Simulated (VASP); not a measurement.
# Sn (Im-3m) in VASP: notebook

Sn is run at these levels: PBE, LDA; tasks: single point.

All numbers are computed with VASP 6.6.1; they aren't measurements. Logs are shortened: lines on timing, memory, paths and dates and some standing lists are left out, and cuts for length are marked.

### Step 1. The cell of the first run

The structure is cubic, space group Im-3m (No. 229). Conventional cell: a = 3.789 Å, b = 3.789 Å, c = 3.789 Å, α = 90.00°, β = 90.00°, γ = 90.00°. Sn (site symmetry m-3m) has 14 Sn at 3.28 to 3.79 Å within 4.3 Å.

### Step 2. Single point, PBE

File INCAR:

```
PREC = Accurate
ENCUT = 520
EDIFF = 1E-7
ISMEAR = 0
SIGMA = 0.023
LREAL = F
LASPH = T
NELM = 60
ALGO = Normal
ISIF = 2
LWAVE = F
LCHARG = T
GGA = PE
LELF = T
LVHAR = T
NBANDS = 13
```

File KPOINTS:

```
Automatic mesh
0
Gamma
  10 10 10
```

File POSCAR:

```
Sn
1.0
   -1.8946518192      1.8946518192      1.8946518192
    1.8946518192     -1.8946518192      1.8946518192
    1.8946518192      1.8946518192     -1.8946518192
Sn
1
Direct
    0.0000000000      0.0000000000      0.0000000000
```

Potentials or basis: VASP PAW PBE potentials, release 64 (Sn_d).

Command:

```
$ cat potpaw_PBE.64/Sn_d/POTCAR > POTCAR
$ mpirun -np 1 vasp_std > vasp.out
```

OUTCAR:

```text
PREC = Accurate
   ENCUT = 520
   EDIFF = 1E-7
   ISMEAR = 0
   LREAL = F
   LASPH = T
   NELM = 60
   ISIF = 2
   GGA = PE

 ion  position               nearest neighbor table
   1  0.000  0.000  0.000-

  LATTYP: Found a body centered cubic cell.
 ALAT       =     3.7893036384

  Lattice vectors:

 A1 = (  -1.8946518192,   1.8946518192,   1.8946518192)
 A2 = (   1.8946518192,  -1.8946518192,   1.8946518192)
 A3 = (   1.8946518192,   1.8946518192,  -1.8946518192)

Analysis of symmetry for initial positions (statically):
=====================================================================
 Subroutine PRICEL returns:
 Original cell was already a primitive cell.

 Routine SETGRP: Setting up the symmetry group for a
 body centered cubic supercell.

 Subroutine GETGRP returns: Found 48 space group operations
[... 9 lines left out ...]

 Routine SETGRP: Setting up the symmetry group for a
 body centered cubic supercell.

 Subroutine GETGRP returns: Found 48 space group operations
[... 11 lines left out ...]
                                     Primitive cell

  volume of cell :      27.2050

  direct lattice vectors                    reciprocal lattice vectors
    -1.894651819  1.894651819  1.894651819     0.000000000  0.263900731  0.263900731
     1.894651819 -1.894651819  1.894651819     0.263900731  0.000000000  0.263900731
     1.894651819  1.894651819 -1.894651819     0.263900731  0.263900731  0.000000000

  length of vectors
     3.281633214  3.281633214  3.281633214     0.373211993  0.373211993  0.373211993

  position of ions in fractional coordinates (direct lattice)
     0.000000000  0.000000000  0.000000000

  ion indices of the primitive-cell ions
   primitive index   ion index
                 1           1

----------------------------------------------------------------------------------------

 KPOINTS: Automatic mesh

Automatic generation of k-mesh.
 Grid dimensions read from file:
 generate k-points for:   10   10   10

 Generating k-lattice:

  Cartesian coordinates                     Fractional coordinates (reciprocal lattice)
     0.000000000  0.026390073  0.026390073     0.100000000  0.000000000  0.000000000
     0.026390073  0.000000000  0.026390073     0.000000000  0.100000000  0.000000000
     0.026390073  0.026390073  0.000000000     0.000000000  0.000000000  0.100000000

  Length of vectors
     0.037321199  0.037321199  0.037321199

[... 52 lines left out ...]
   NELM   =     60;   NELMIN=  2; NELMDL= -5     # of ELM steps
   EDIFF  = 0.1E-06   stopping-criterion for ELM
   LREAL  =      F    real-space projection
   EDIFFG = 0.1E-05   stopping-criterion for IOM
   NSW    =      0    number of steps for IOM
   IBRION =     -1    ionic relax: 0-MD 1-quasi-New 2-CG
   NFREE  =      0    steps in history (QN), initial steepest desc. (CG)
   ISIF   =      2    stress and relaxation
   ISYM   =      2    0-nonsym 1-usesym 2-fastsym
   POTIM  = 0.5000    time-step for ionic-motion
   TEBEG  =    0.0;   TEEND  =   0.0 temperature during run
   PSTRESS=    0.0 pullay stress
   NELECT =      14.0000    total number of electrons
   NUPDOWN=      -1.0000    fix difference up-down
   EMIN   =  10.00;   EMAX   =-10.00  energy-range for DOS
   EFERMI =   0.00;   METHOD = LEGACY
   ISMEAR =     0;   SIGMA  =   0.02  broadening in eV -4-tet -1-fermi 0-gaus
   EFERMI_NEDOS =   21; number of points for ismear=-14 and -15
   IALGO  =     38    algorithm
   IMIX   =      4    mixing-type and parameters
     AMIX     =   0.40;   BMIX     =  1.00
     AMIX_MAG =   1.60;   BMIX_MAG =  1.00
  volume/ion in A,a.u.               =      27.20       183.59
  Fermi-wavevector in a.u.,A,eV,Ry     =   1.311902  2.479136 23.416813  1.721087
  Thomas-Fermi vector in A             =   2.442332
   LORBIT       =      0    0 simple, 1 ext, 2 COOP (PROOUT), +10 PAW based schemes
   GGA     = PE    functional components
   LHFCALC =     F    Hartree Fock is set to
   AEXX    =    0.0000 exact exchange contribution
   IVDW    =     0    specifies the selected vdW correction
   LEPSILON=     F    determine dielectric tensor
   LRPA    =     F    only Hartree local field effects (RPA)
 non-spin polarized calculation
 Gauss-broadening in eV      SIGMA  =   0.02
  energy-cutoff  :      520.00
  volume of cell :       27.20
 maximum number of plane-waves:       751
   NGX = 13   NGY = 13   NGZ = 13

 number of electron      13.9999996 magnetization

 Free energy of the ion-electron system (eV)
  ---------------------------------------------------
  ext. energy  EPLUGINS =         0.00000000
  ---------------------------------------------------
  free energy    TOTEN  =        -3.75868115 eV

  energy without entropy =       -3.75831088  energy(sigma->0) =       -3.75849602

 E-fermi :   8.0695     XC(G=0): -10.3646

 val. band max:        8.0575847637   @ k =   0.3000   0.0000   0.0000
 cond. band min:       8.0788216108   @ k =   0.2000   0.2000   0.2000
 fundamental gap:      0.0212368471
 Fermi energy:         8.0695478024

 k-point     1 :       0.0000    0.0000    0.0000
  band No.  band energies     occupation
      1     -13.4904      2.00000
      2     -13.4904      2.00000
      3     -13.4904      2.00000
      4     -13.3526      2.00000
      5     -13.3526      2.00000
      6      -3.0016      2.00000
      7      16.0383      0.00000
      8      16.0383      0.00000
      9      16.0383      0.00000
     10      20.1930      0.00000
     11      20.1930      0.00000
     12      20.1930      0.00000
     13      20.8031      0.00000
[... 354 lines left out ...]
  band No.  band energies     occupation
      1     -13.4981      2.00000
      2     -13.4534      2.00000
      3     -13.3847      2.00000
      4     -13.3612      2.00000
      5     -13.3497      2.00000
      6      -0.8264      2.00000
      7       8.2376      0.00000
      8      11.9273      0.00000
      9      13.2336      0.00000
     10      17.0750      0.00000
     11      18.0821      0.00000
     12      19.0585      0.00000
     13      24.8501      0.00000

 [... further k-points ...]
[... 5 lines left out ...]
  --------------------------------------------------------------------------------------
  -------------------------------------------------------------------------------------
  Total        0.1022950      0.1022950      0.1022950      0.0000000      0.0000000      0.0000000
  in kB        6.0244431      6.0244431      6.0244431      0.0000000      0.0000000      0.0000000
  external PRESSURE =       6.0244431 kB  Pullay stress =       0.0000000 kB

 VOLUME and BASIS-vectors are now :
 -----------------------------------------------------------------------------
  energy-cutoff  :      520.00
  volume of cell :       27.20
      direct lattice vectors                 reciprocal lattice vectors
    -1.894651819  1.894651819  1.894651819     0.000000000  0.263900731  0.263900731
     1.894651819 -1.894651819  1.894651819     0.263900731  0.000000000  0.263900731
     1.894651819  1.894651819 -1.894651819     0.263900731  0.263900731  0.000000000

 POSITION                                       TOTAL-FORCE (eV/Angst)
 -----------------------------------------------------------------------------------
      0.00000      0.00000      0.00000         0.000000      0.000000      0.000000
 -----------------------------------------------------------------------------------
    total drift:                                0.000000      0.000000      0.000000

  FREE ENERGIE OF THE ION-ELECTRON SYSTEM (eV)
  ---------------------------------------------------
  free  energy   TOTEN  =        -3.7586811485 eV

  energy  without entropy=       -3.7583108824  energy(sigma->0) =       -3.75849602
```

It took 7.6 s on 1 thread of Intel Xeon Platinum 8259CL at 2.50GHz (Skylake/Cascade Lake), shared host; peak memory 0.14 GiB.

Results:

```
Free energy            : -3.7587 eV
Pressure               : 0.6 GPa
Band gap on the k mesh : zero (band 7 reaches 16.04 eV, above the bottom of band 8 at 5.80 eV)
```

Caveat: spin-orbit coupling is left out, which moves the levels of the heavy elements.

### Step 3. Single point, PBE

File INCAR:

```
ALGO     = Fast           # electronic algorithm
EDIFF    = 1E-6           # SCF threshold, eV
ENCUT    = 520            # plane-wave cutoff, eV
GGA      = PE             # functional
ISIF     = 2              # what is computed and relaxed
ISMEAR   = 0              # smearing method
LASPH    = True           # aspherical terms in the spheres
LCHARG   = True           # write CHGCAR
LELF     = True           # ELF
LREAL    = False          # projectors in reciprocal space
LVHAR    = True         
LWAVE    = False          # write WAVECAR
NBANDS   = 13             # bands
NELM     = 60             # most SCF steps
PREC     = Accurate       # precision mode
SIGMA    = 0.024          # smearing width, eV
```

File KPOINTS:

```
k-points
0
Gamma
  10 10 10
```

POSCAR is that of step 2.

Potentials or basis: VASP PAW PBE potentials, release 64 (Sn_d).

Command:

```
$ cat potpaw_PBE.64/Sn_d/POTCAR > POTCAR
$ mpirun -np 1 vasp_std > vasp.out
```

It took 8.7 s on 1 thread of Intel Xeon Platinum 8259CL at 2.50GHz (Skylake/Cascade Lake), shared host; peak memory 0.14 GiB.

It converged, with:

- Free energy: -3.7587 eV
- Pressure: 0.7 GPa
- Band gap on the k mesh: zero (band 7 reaches 16.04 eV, above the bottom of band 8 at 5.80 eV)

Levels at points of the mesh, in eV from the Fermi level:
| k point | band 3 | band 4 | band 5 | band 6 | band 7 | band 8 | band 9 | band 10 | band 11 | band 12 |
| --- | --- | --- | --- | --- | --- | --- | --- | --- | --- | --- |
| (0.00, 0.00, 0.00) | -21.56 | -21.42 | -21.42 | -11.07 | 7.97 | 7.97 | 7.97 | 12.12 | 12.12 | 12.12 |
| (0.50, 0.00, 0.00) | -21.43 | -21.43 | -21.34 | -6.40 | -4.41 | 3.61 | 5.45 | 7.96 | 8.26 | 14.97 |
| (0.50, 0.50, 0.50) | -21.36 | -21.36 | -21.36 | -2.47 | -0.47 | -0.47 | -0.47 | 3.84 | 3.84 | 18.20 |

Caveat: spin-orbit coupling is left out, which moves the levels of the heavy elements.

### Step 4. Single point, LDA

This run uses another cell than the first one, of 25.57 Å³/atom, 0.940 times its volume.

File INCAR:

```
PREC     = Accurate       # precision mode
ENCUT    = 520            # plane-wave cutoff, eV
EDIFF    = 1E-7           # SCF threshold, eV
ISMEAR   = -1             # smearing method
SIGMA    = 0.05           # smearing width, eV
LREAL    = False          # projectors in reciprocal space
LASPH    = True           # aspherical terms in the spheres
NELM     = 60             # most SCF steps
ALGO     = Normal         # electronic algorithm
ISIF     = 2              # what is computed and relaxed
LWAVE    = False          # write WAVECAR
LCHARG   = True           # write CHGCAR
LELF     = True           # ELF
LVHAR    = True         
NBANDS   = 13             # bands
```

File KPOINTS:

```
regular mesh
0
Gamma
  10 10 10
```

File POSCAR:

```
Sn
1.0
   -1.8559746029      1.8559746029      1.8559746029
    1.8559746029     -1.8559746029      1.8559746029
    1.8559746029      1.8559746029     -1.8559746029
Sn
1
Direct
    0.0000000000      0.0000000000      0.0000000000
```

Potentials or basis: VASP PAW LDA potentials, release 64 (Sn_d).

Command:

```
$ cat potpaw_LDA.64/Sn_d/POTCAR > POTCAR
$ mpirun -np 1 vasp_std > vasp.out
```

OUTCAR:

```text
PREC = Accurate
   ENCUT = 520
   EDIFF = 1E-7
   ISMEAR = -1
   LREAL = False
   LASPH = True
   NELM = 60
   ISIF = 2

 ion  position               nearest neighbor table
   1  0.000  0.000  0.000-

  LATTYP: Found a body centered cubic cell.
 ALAT       =     3.7119492058

  Lattice vectors:

 A1 = (  -1.8559746029,   1.8559746029,   1.8559746029)
 A2 = (   1.8559746029,  -1.8559746029,   1.8559746029)
 A3 = (   1.8559746029,   1.8559746029,  -1.8559746029)

Analysis of symmetry for initial positions (statically):
=====================================================================
 Subroutine PRICEL returns:
 Original cell was already a primitive cell.

 Routine SETGRP: Setting up the symmetry group for a
 body centered cubic supercell.

 Subroutine GETGRP returns: Found 48 space group operations
[... 9 lines left out ...]

 Routine SETGRP: Setting up the symmetry group for a
 body centered cubic supercell.

 Subroutine GETGRP returns: Found 48 space group operations
[... 11 lines left out ...]
                                     Primitive cell

[... 134 lines left out ...]

 E-fermi :   8.5475     XC(G=0): -10.8958

 val. band max:        8.5335033727   @ k =  -0.4000   0.4000   0.4000
 cond. band min:       8.5832693665   @ k =   0.3000   0.0000   0.0000
 fundamental gap:      0.0497659937
 Fermi energy:         8.5475419300

 k-point     1 :       0.0000    0.0000    0.0000
  band No.  band energies     occupation
      1     -12.9294      2.00000
      2     -12.9294      2.00000
      3     -12.9294      2.00000
      4     -12.7601      2.00000
      5     -12.7601      2.00000
      6      -2.9834      2.00000
      7      16.9810      0.00000
      8      16.9810      0.00000
      9      16.9810      0.00000
     10      20.9095      0.00000
     11      20.9095      0.00000
     12      20.9095      0.00000
     13      21.8368      0.00000
[... 354 lines left out ...]
  band No.  band energies     occupation
      1     -12.9399      2.00000
      2     -12.8868      2.00000
      3     -12.8002      2.00000
      4     -12.7703      2.00000
      5     -12.7569      2.00000
      6      -0.6883      2.00000
      7       8.7744      0.02116
      8      12.5944      0.00000
      9      13.9710      0.00000
     10      17.9161      0.00000
     11      18.9519      0.00000
     12      19.9713      0.00000
     13      25.8927      0.00000

 [... further k-points ...]
[... 5 lines left out ...]
  --------------------------------------------------------------------------------------
  -------------------------------------------------------------------------------------
  Total       -0.0931773     -0.0931773     -0.0931773      0.0000000      0.0000000      0.0000000
  in kB       -5.8377378     -5.8377378     -5.8377378      0.0000000      0.0000000      0.0000000
  external PRESSURE =      -5.8377378 kB  Pullay stress =       0.0000000 kB

 VOLUME and BASIS-vectors are now :
 -----------------------------------------------------------------------------
  energy-cutoff  :      520.00
  volume of cell :       25.57
      direct lattice vectors                 reciprocal lattice vectors
    -1.855974603  1.855974603  1.855974603     0.000000000  0.269400238  0.269400238
     1.855974603 -1.855974603  1.855974603     0.269400238  0.000000000  0.269400238
     1.855974603  1.855974603 -1.855974603     0.269400238  0.269400238  0.000000000

 POSITION                                       TOTAL-FORCE (eV/Angst)
 -----------------------------------------------------------------------------------
      0.00000      0.00000      0.00000         0.000000      0.000000     -0.000000
 -----------------------------------------------------------------------------------
    total drift:                                0.000000      0.000000      0.000000

  FREE ENERGIE OF THE ION-ELECTRON SYSTEM (eV)
  ---------------------------------------------------
  free  energy   TOTEN  =        -4.4317158074 eV

  energy  without entropy=       -4.4252399385  energy(sigma->0) =       -4.42847787
```

It took 3.8 s on 1 thread of Intel Xeon 6975P-C (Granite Rapids), shared host; peak memory 0.13 GiB.

Results:

* Free energy: -4.4317 eV
* Pressure: -0.6 GPa
* Band gap on the k mesh: zero (band 7 reaches 16.98 eV, above the bottom of band 8 at 6.13 eV)

Levels at points of the mesh, in eV from the Fermi level:
```csv
k point,band 3,band 4,band 5,band 6,band 7,band 8,band 9,band 10,band 11,band 12
"(0.00, 0.00, 0.00)",-21.48,-21.31,-21.31,-11.53,8.43,8.43,8.43,12.36,12.36,12.36
"(0.50, 0.00, 0.00)",-21.32,-21.31,-21.21,-6.51,-4.68,3.77,5.65,8.41,8.60,15.54
"(0.50, 0.50, 0.50)",-21.23,-21.23,-21.23,-2.22,-0.53,-0.53,-0.53,3.97,3.97,18.56
```

Caveat: spin-orbit coupling is left out, which moves the levels of the heavy elements.

### Step 5. Summary

```tsv
level	potentials or basis	cell	smearing	gap on the mesh (eV)	pressure (GPa)
PBE	VASP PAW PBE potentials, release 64 (Sn_d)	a = 3.282 Å, angles 109.5°, 1 atom	gaussian 0.023 eV	none	0.6
PBE	VASP PAW PBE potentials, release 64 (Sn_d)	a = 3.282 Å, angles 109.5°, 1 atom	gaussian 0.024 eV	none	0.7
LDA	VASP PAW LDA potentials, release 64 (Sn_d)	a = 3.215 Å, angles 109.5°, 1 atom	fermi-dirac 0.05 eV	none	-0.6
```

Alike in all rows: task single point; no spin polarisation; k mesh 10 × 10 × 10; cutoff (eV) 520.

Caveats: spin-orbit coupling is left out, which moves the levels of the heavy elements.

Total energies depend on the potentials used, so only differences within one code and one set of settings carry meaning.
